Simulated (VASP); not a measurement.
A run of VASP 6.6.1:

INCAR

```
SYSTEM = Rh
PREC = Accurate ; ENCUT = 520
EDIFF = 1E-6 ; ISMEAR = 0
SIGMA = 0.15 ; LREAL = .FALSE.
LASPH = .TRUE. ; NELM = 80
ALGO = Fast ; ISIF = 2
LWAVE = .FALSE. ; LCHARG = .FALSE.
GGA = PE ; NBANDS = 22
```

KPOINTS

```
Automatic mesh
0
G
  21 21 12
  0 0 0
```

The input POSCAR:

```
Rh
1.0
    2.7505333536      0.0000000000      0.0000000000
   -1.3752666768      2.3820317581      0.0000000000
    0.0000000000      0.0000000000      4.5617595669
Rh
2
Direct
    0.6666666667      0.3333333333      0.7500000000
    0.3333333333      0.6666666667      0.2500000000
```

Potentials or basis: VASP PAW PBE potentials, release 64 (Rh_pv).

Launch:

```bash
$ cat potpaw_PBE.64/Rh_pv/POTCAR > POTCAR
$ mpirun -np 1 vasp_std > vasp.out
```

Hardware: 1 thread of Intel Xeon 8259CL, with other jobs on the host.

Question: How long does it take, and how much memory?

Answer: Run time: 3.6 min on 1 thread of Intel Xeon 8259CL, with other jobs on the host, peak memory 0.28 GiB. Counts: scf iterations 12, k points 336.
